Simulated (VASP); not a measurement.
K2ScAgF6, 10 atoms in the cell. The structure is tetragonal, space group I4/m (No. 87). The conventional cell has a = 6.034 Å, b = 6.034 Å, c = 8.820 Å, α = 90.00°, β = 90.00°, γ = 90.00°. Within 3.8 Å of K (site symmetry -4) lie 12 F at 2.71 to 3.50 Å and 4 Sc at 3.74 Å and 4 Ag at 3.74 Å. Within 2.7 Å of Sc (site symmetry 4/m) lie 6 F at 2.01 Å. Within 3.2 Å of Ag (site symmetry 4/m) lie 6 F at 2.40 to 2.41 Å. Within 2.9 Å of F (site symmetry m) lie 1 Sc at 2.01 Å and 1 Ag at 2.41 Å and 2 K at 2.71 Å and 4 F at 2.84 Å. Within 2.7 Å of F (site symmetry 4) lie 1 Sc at 2.01 Å and 1 Ag at 2.40 Å.  This cell differs from its parent crystal: atoms displaced along a vibrational mode, then relaxed in part.

```yaml
Program: VASP 6.6.1
Task: single point
Functional: PBEsol
Potentials_or_basis: VASP PAW PBE potentials, release 64 (K_sv, Sc_sv, Ag, F)
Cutoff: 520 eV
k_mesh: 6 × 6 × 6
Occupations: gaussian, width 0.05 eV
Spin: no spin polarisation
Dipole_correction: no
Further_INCAR_settings: ALGO = Normal; EDIFF = 1e-06; NBANDS = 52
```

Potentials or basis: VASP PAW PBE potentials, release 64 (K_sv, Sc_sv, Ag, F).

Run with:

```sh
$ cat potpaw_PBE.64/K_sv/POTCAR potpaw_PBE.64/Sc_sv/POTCAR potpaw_PBE.64/Ag/POTCAR potpaw_PBE.64/F/POTCAR > POTCAR
$ mpirun -np 1 vasp_std > vasp.out
```

Hardware: 1 thread of Intel(R) Xeon(R) Platinum 8259CL CPU @ 2.50GHz (Skylake/Cascade Lake), on a shared host.

Task: How long does it take, and how much memory?

Result: It took 5.7 min on 1 thread of Intel(R) Xeon(R) Platinum 8259CL CPU @ 2.50GHz (Skylake/Cascade Lake) (shared host), peak memory 0.5 GiB. Counts: scf iterations 14, k points 36.
